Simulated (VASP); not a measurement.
# Ni (P6_3/mmc) in VASP: a series of runs, part 2 of 3

VASP 6.6.1. Earlier steps stand in the parts before.

## 3. Single point, r2SCAN+D3(BJ)+U, collinear spin, ferromagnetic start

POSCAR

```
Ni
1.0
    2.4480228978      0.0000000000      0.0000000000
   -1.2240114489      2.1200500186      0.0000000000
    0.0000000000      0.0000000000      4.0728075700
Ni
2
Direct
    0.6666666667      0.3333333333      0.7500000000
    0.3333333333      0.6666666667      0.2500000000
```

INCAR.step1

```
  PREC = Accurate
  ENCUT = 520
  ISMEAR = -1
  SIGMA = 0.05
  LREAL = F
  LASPH = T
  NELM = 150
  ISPIN = 2
  MAGMOM = 0.91 0.91
  LMAXMIX = 4
  LDAU = T
  LDAUTYPE = 2
  LDAUL = 2
  LDAUU = 1
  LDAUJ = 0
  NBANDS = 21
  GGA = PE
  ALGO = Normal
  EDIFF = 1E-4
  LWAVE = T
  LCHARG = F
```

INCAR.step2

```
  PREC = Accurate
  ENCUT = 520
  EDIFF = 1E-7
  ISMEAR = -1
  SIGMA = 0.05
  LREAL = F
  LASPH = T
  NELM = 150
  ALGO = Normal
  ISIF = 2
  LWAVE = F
  LCHARG = F
  ISPIN = 2
  MAGMOM = 0.91 0.91
  LORBIT = 11
  LMAXMIX = 4
  LDAU = T
  LDAUTYPE = 2
  LDAUL = 2
  LDAUU = 1
  LDAUJ = 0
  LDAUPRINT = 1
  METAGGA = R2SCAN
  LMIXTAU = T
  IVDW = 12
  VDW_S6 = 1.0
  VDW_S8 = 0.78981345
  VDW_A1 = 0.49484001
  VDW_A2 = 5.73083694
  NBANDS = 21
  ISTART = 1
```

KPOINTS

```
Automatic mesh
0
Gamma
  12 12 7
```

Potentials or basis: VASP PAW PBE potentials, release 64 (Ni).

Run with:

```console
$ cat potpaw_PBE.64/Ni/POTCAR > POTCAR
$ cp INCAR.step1 INCAR
$ mpirun -np 1 vasp_std > vasp.out
$ cp INCAR.step2 INCAR
$ mpirun -np 1 vasp_std > vasp.out
```

OUTCAR:

```text
PREC = Accurate
   ENCUT = 520
   EDIFF = 1E-7
   ISMEAR = -1
   LREAL = F
   LASPH = T
   NELM = 150
   ISIF = 2
   ISPIN = 2
   LORBIT = 11
   METAGGA = R2SCAN
   IVDW = 12
   ISTART = 1
 IVDW          = 12

 ion  position               nearest neighbor table
   1  0.667  0.333  0.750-   2 2.48   2 2.48   2 2.48   2 2.48   2 2.48   2 2.48
   2  0.333  0.667  0.250-   1 2.48   1 2.48   1 2.48   1 2.48   1 2.48   1 2.48

  LATTYP: Found a hexagonal cell.
 ALAT       =     2.4480228978
 C/A-ratio  =     1.6637130207

  Lattice vectors:

 A1 = (   2.4480228978,   0.0000000000,   0.0000000000)
 A2 = (  -1.2240114489,   2.1200500186,   0.0000000000)
 A3 = (   0.0000000000,   0.0000000000,   4.0728075700)

Analysis of symmetry for initial positions (statically):
=====================================================================
 Subroutine PRICEL returns:
 Original cell was already a primitive cell.

 Routine SETGRP: Setting up the symmetry group for a
 hexagonal supercell.

 Subroutine GETGRP returns: Found 24 space group operations
 (whereof 12 operations were pure point group operations)
 out of a pool of 24 trial point group operations.

The static configuration has the point symmetry D_3d.
 The point group associated with its full space group is D_6h.

Analysis of symmetry for dynamics (positions and initial velocities):
=====================================================================
 Subroutine PRICEL returns:
 Original cell was already a primitive cell.

 Routine SETGRP: Setting up the symmetry group for a
 hexagonal supercell.

 Subroutine GETGRP returns: Found 24 space group operations
 (whereof 12 operations were pure point group operations)
[... 221 lines left out ...]
  o =  0.9211  v =  1.0000  0.0000  0.0000  0.0000  0.0000  0.0000  0.0000  0.0000  0.0000  0.0000      0.0000  0.0000  0.0000  0.0000  0.0000  0.0000  0.0000  0.0000  0.0000  0.0000
  o =  0.9235  v =  0.0000 -0.0000 -0.0000  1.0000  0.0000  0.0000  0.0000  0.0000  0.0000  0.0000      0.0000  0.0000  0.0000  0.0000  0.0000  0.0000  0.0000  0.0000  0.0000  0.0000
  o =  0.9235  v =  0.0000 -1.0000 -0.0000 -0.0000  0.0000  0.0000  0.0000  0.0000  0.0000  0.0000      0.0000  0.0000  0.0000  0.0000  0.0000  0.0000  0.0000  0.0000  0.0000  0.0000

 number of electron      19.9999995 magnetization       1.5086064

 Free energy of the ion-electron system (eV)
  ---------------------------------------------------
  ext. energy  EPLUGINS =         0.00000000
  ---------------------------------------------------
  free energy    TOTEN  =       -22.55591172 eV

  energy without entropy =      -22.53788833  energy(sigma->0) =      -22.54690003

 E-fermi :   9.6201     XC(G=0): -14.5501

 val. band max:        9.6146235160   @ k =   0.2500   0.0833   0.4286
 cond. band min:       9.6270304212   @ k =   0.2500   0.1667   0.4286
 fundamental gap:      0.0124069053
 Fermi energy:         9.6201032218

 spin component 1

 k-point     1 :       0.0000    0.0000    0.0000
  band No.  band energies     occupation
      1       0.1442      1.00000
      2       3.9208      1.00000
      3       6.1563      1.00000
      4       6.5110      1.00000
      5       6.5113      1.00000
      6       6.7707      1.00000
[... 1145 lines left out ...]
     20      35.7950      0.00000
     21      39.0545      0.00000

 [... further k-points ...]

------------------------ aborting loop because EDIFF is reached ----------------------------------------

 Edisp (eV)   -0.44712

 E8    (eV) :    -0.1510

  FORCE on cell =-STRESS in cart. coord.  units (eV):
  Direction    XX          YY          ZZ          XY          YZ          ZX
  --------------------------------------------------------------------------------------
  -------------------------------------------------------------------------------------
  Total      -0.61447    -0.61447    -0.43167    -0.00000     0.00000     0.00000
  in kB     -46.57528   -46.57528   -32.71976    -0.00000     0.00000     0.00000
  external pressure =      -41.96 kB  Pullay stress =        0.00 kB

 VOLUME and BASIS-vectors are now :
 -----------------------------------------------------------------------------
  energy-cutoff  :      520.00
  volume of cell :       21.14
      direct lattice vectors                 reciprocal lattice vectors
     2.448022898  0.000000000  0.000000000     0.408492911  0.235843492  0.000000000
    -1.224011449  2.120050019  0.000000000     0.000000000  0.471686984  0.000000000
     0.000000000  0.000000000  4.072807570     0.000000000  0.000000000  0.245530873

 POSITION                                       TOTAL-FORCE (eV/Angst)
 -----------------------------------------------------------------------------------
      1.22401      0.70668      3.05461        -0.000000      0.000000      0.000000
     -0.00000      1.41337      1.01820         0.000000      0.000000      0.000000
 -----------------------------------------------------------------------------------
    total drift:                               -0.000000      0.000000     -0.000000

  FREE ENERGIE OF THE ION-ELECTRON SYSTEM (eV)
  ---------------------------------------------------
  free  energy   TOTEN  =       -23.0030350473 eV

  energy  without entropy=      -22.9850116650  energy(sigma->0) =      -22.99402336

 total charge

# of ion       s       p       d       tot
------------------------------------------
    1        0.523   0.532   8.364   9.419
    2        0.523   0.532   8.364   9.419
--------------------------------------------------
tot          1.045   1.064  16.728  18.837

 magnetization (x)

# of ion       s       p       d       tot
------------------------------------------
    1       -0.009  -0.047   0.833   0.777
    2       -0.009  -0.047   0.833   0.777
--------------------------------------------------
tot         -0.018  -0.093   1.666   1.554
```

OSZICAR.step1:

```text
N       E                     dE             d eps       ncg     rms          rms(c)
DAV:   1     0.974385697615E+02    0.97439E+02   -0.88135E+03  6832   0.136E+03
DAV:   2    -0.554703863788E+01   -0.10299E+03   -0.95062E+02  6504   0.234E+02
DAV:   3    -0.113660589341E+02   -0.58190E+01   -0.56257E+01  7260   0.639E+01
DAV:   4    -0.114341549446E+02   -0.68096E-01   -0.68052E-01  7347   0.652E+00
DAV:   5    -0.114358984728E+02   -0.17435E-02   -0.17435E-02  7354   0.105E+00    0.142E+01
DAV:   6    -0.101452177705E+02    0.12907E+01   -0.63027E+00  7529   0.546E+01    0.800E+00
DAV:   7    -0.960833153885E+01    0.53689E+00   -0.13064E+00  7412   0.220E+01    0.281E+00
DAV:   8    -0.958236670505E+01    0.25965E-01   -0.11773E-02  8733   0.141E+00    0.140E+00
DAV:   9    -0.957837923653E+01    0.39875E-02   -0.85744E-04  9589   0.383E-01    0.416E-01
DAV:  10    -0.957747220623E+01    0.90703E-03   -0.14471E-04  5869   0.245E-01    0.638E-02
DAV:  11    -0.957751322342E+01   -0.41017E-04   -0.11327E-04  4828   0.115E-01
   1 F= -.95775132E+01 E0= -.95621418E+01  d E =-.307429E-01  mag=     1.3255
```

Run time: 2.4 min. Hardware: 1 thread of AMD EPYC 9R45 (Zen 5), shared host; peak memory 0.16 GiB.

Results:

| Item | Value |
| --- | --- |
| Free energy | -23.0030 eV |
| Pressure | -4.2 GPa |
| Net moment | 1.51 μB per cell |
| Site moments | Ni +0.78 μB |
| Valence electrons inside the program's atomic spheres | Ni 9.42 |
| Dispersion energy per atom | -0.224 eV |

Levels at points of the mesh, in eV from the Fermi level:
Spin up:
```
           k point  band 8  band 9  band 10  band 11  band 12  band 13  band 14  band 15
(0.00, 0.00, 0.00)   -2.18   -2.18    -1.23    -1.23    -0.53     5.48    23.96    26.25
(0.50, 0.00, 0.00)   -1.28   -1.17    -1.07     0.89     3.04     9.71    10.42    12.64
```
Spin down:
| k point | band 6 | band 7 | band 8 | band 9 | band 10 | band 11 | band 12 | band 13 |
| --- | --- | --- | --- | --- | --- | --- | --- | --- |
| (0.00, 0.00, 0.00) | -1.41 | -1.40 | -1.40 | -1.34 | -0.70 | -0.42 | -0.42 | 6.56 |
| (0.50, 0.00, 0.00) | -2.06 | -1.06 | -0.25 | 0.31 | 0.44 | 2.05 | 3.86 | 9.83 |

Eigenvalues of the final occupation matrices:
| site | spin | trace | eigenvalues |
| --- | --- | --- | --- |
| site 1 d | 1 | 4.61 | 0.92 0.92 0.92 0.92 0.92 |
| site 1 d | 2 | 3.78 | 0.59 0.73 0.73 0.87 0.87 |
| site 2 d | 1 | 4.61 | 0.92 0.92 0.92 0.92 0.92 |
| site 2 d | 2 | 3.78 | 0.59 0.73 0.73 0.87 0.87 |

Caveat: the PAW data sets were made with another functional, which shifts forces and pressure a little; pairwise dispersion overbinds metals, which lowers pressure and volume; the U is typed as a test and isn't derived for this compound. The state reached can hang on the start; a lower one may exist.

## 4. Vibrations by perturbation theory, PBE, collinear spin, ferromagnetic start

INCAR

```
SYSTEM = Ni
PREC     = Accurate       ! precision mode
ENCUT    = 520            ! plane-wave cutoff, eV
EDIFF    = 1E-8           ! SCF threshold, eV
ISMEAR   = -1             ! smearing method
SIGMA    = 0.05           ! smearing width, eV
LREAL    = .False.        ! projectors in reciprocal space
LASPH    = .True.         ! aspherical terms in the spheres
NELM     = 150            ! most SCF steps
ALGO     = Fast           ! electronic algorithm
ISIF     = 2              ! what is computed and relaxed
LWAVE    = .False.        ! write WAVECAR
LCHARG   = .False.        ! write CHGCAR
ISPIN    = 2              ! spin polarisation
MAGMOM   = 1 1            ! initial moments
LORBIT   = 11             ! projections on sites
LMAXMIX  = 4              ! l up to which the mixer works
GGA      = PE             ! functional
IBRION   = 8              ! ionic algorithm
NSW      = 1              ! ionic steps
```

KPOINTS

```
Automatic mesh
0
Gamma
  9 9 5
  0 0 0
```

POSCAR is that of step 3.

Potentials or basis: VASP PAW PBE potentials, release 64 (Ni).

Run with:

```console
$ cat potpaw_PBE.64/Ni/POTCAR > POTCAR
$ mpirun -np 1 vasp_std > vasp.out
```

OUTCAR:

```text
SYSTEM = Ni
   PREC = Accurate
   ENCUT = 520
   EDIFF = 1E-8
   ISMEAR = -1
   LREAL = .False.
   LASPH = .True.
   NELM = 150
   ISIF = 2
   ISPIN = 2
   LORBIT = 11
   GGA = PE
   IBRION = 8
   NSW = 1

 ion  position               nearest neighbor table
   1  0.667  0.333  0.750-   2 2.48   2 2.48   2 2.48   2 2.48   2 2.48   2 2.48
   2  0.333  0.667  0.250-   1 2.48   1 2.48   1 2.48   1 2.48   1 2.48   1 2.48

  LATTYP: Found a hexagonal cell.
 ALAT       =     2.4480228978
 C/A-ratio  =     1.6637130207

  Lattice vectors:

 A1 = (   2.4480228978,   0.0000000000,   0.0000000000)
[... 1176 lines left out ...]
     -0.000000  1.413367  1.018202     0.000000    0.000000    0.707107

   6 f/i=    0.000000 THz     0.000000 2PiTHz    0.000001 cm-1     0.000000 meV
             X         Y         Z           dx          dy          dz
      1.224011  0.706683  3.054606    -0.485629    0.513969    0.000000
     -0.000000  1.413367  1.018202    -0.485629    0.513969    0.000000

--------------------------------------------------------------------------------------------------------

 ELASTIC MODULI CONTR FROM IONIC RELAXATION (kBar)
 Direction    XX          YY          ZZ          XY          YZ          ZX
 --------------------------------------------------------------------------------
 XX        -124.3946    124.3946      0.0000      0.0000      0.0000      0.0000
 YY         124.3946   -124.3946     -0.0000     -0.0000      0.0000      0.0000
 ZZ           0.0000     -0.0000     -0.0000      0.0000      0.0000      0.0000
 XY           0.0000     -0.0000      0.0000   -124.3946      0.0000      0.0000
 YZ           0.0000      0.0000      0.0000      0.0000      0.0000      0.0000
 ZX           0.0000      0.0000      0.0000      0.0000      0.0000      0.0000
 --------------------------------------------------------------------------------

 total charge

# of ion       s       p       d       tot
------------------------------------------
    1        0.508   0.519   8.339   9.366
    2        0.508   0.519   8.339   9.366
--------------------------------------------------
tot          1.015   1.038  16.678  18.732

 magnetization (x)

# of ion       s       p       d       tot
------------------------------------------
    1       -0.007  -0.027   0.584   0.550
    2       -0.007  -0.027   0.584   0.550
--------------------------------------------------
tot         -0.014  -0.053   1.168   1.101
```

OSZICAR:

```text
N       E                     dE             d eps       ncg     rms          rms(c)
DAV:   1     0.861789550316E+02    0.86179E+02   -0.99039E+03  2224   0.197E+03
[... 56 lines left out ...]
RMM:   9    -0.195925987220E+00    0.83450E-05   -0.89833E-08  5044   0.290E-03    0.107E-03
RMM:  10    -0.195924426280E+00    0.15609E-05   -0.46793E-08  5013   0.179E-03    0.172E-04
RMM:  11    -0.195923922785E+00    0.50350E-06   -0.79066E-09  5131   0.625E-04    0.799E-05
RMM:  12    -0.195923241557E+00    0.68123E-06   -0.11218E-08  5073   0.410E-04    0.403E-05
RMM:  13    -0.195922736076E+00    0.50548E-06   -0.10458E-08  5170   0.337E-04    0.942E-06
RMM:  14    -0.195922681347E+00    0.54729E-07   -0.18662E-08  5224   0.309E-04    0.387E-06
RMM:  15    -0.195922685176E+00   -0.38288E-08   -0.17735E-08  5318   0.299E-04    0.187E-06
 Linear response finished
```

stdout:

```text
POSCAR found type information on POSCAR Ni
 POSCAR found :  1 types and       2 ions
 scaLAPACK will be used
 LDA part: xc-table for (Slater+PW92), standard interpolation
 POSCAR, INCAR and KPOINTS ok, starting setup
 FFT: planning ... GRIDC
 FFT: planning ... GRID_SOFT
 FFT: planning ... GRID
 WAVECAR not read
 entering main loop
 Linear response reoptimize wavefunctions to high precision
 Linear response DOF=           2
 Linear response progress:
 first order change of Fermi-energy   0.34767E-04
 force on displaced ion       1 direction 1 :  -1.819   0.002   0.000
 Linear response progress:
 first order change of Fermi-energy   0.45387E-03
 force on displaced ion       1 direction 3 :  -0.000   0.000  -9.652
 Linear response finished
```

Run time: 2.5 min. Hardware: 1 thread of Intel Xeon Platinum 8559C (Emerald Rapids), shared host; peak memory 0.25 GiB.

Results:

| Quantity | Value |
| --- | --- |
| Net moment | 1.08 μB per cell |
| Site moments | Ni +0.55 μB |
| Valence electrons inside the program's atomic spheres | Ni 9.37 |
| Highest phonon frequency at Γ | 299 cm⁻¹ |

Phonon frequencies in cm⁻¹ (negative: imaginary):
```csv
q point,frequencies
"(0.000, 0.000, 0.000)",0 0 0 130 130 299
```

Caveat: the cell wasn't relaxed at this level first, which shifts response properties.

(Part 2 of 3 ends here.)
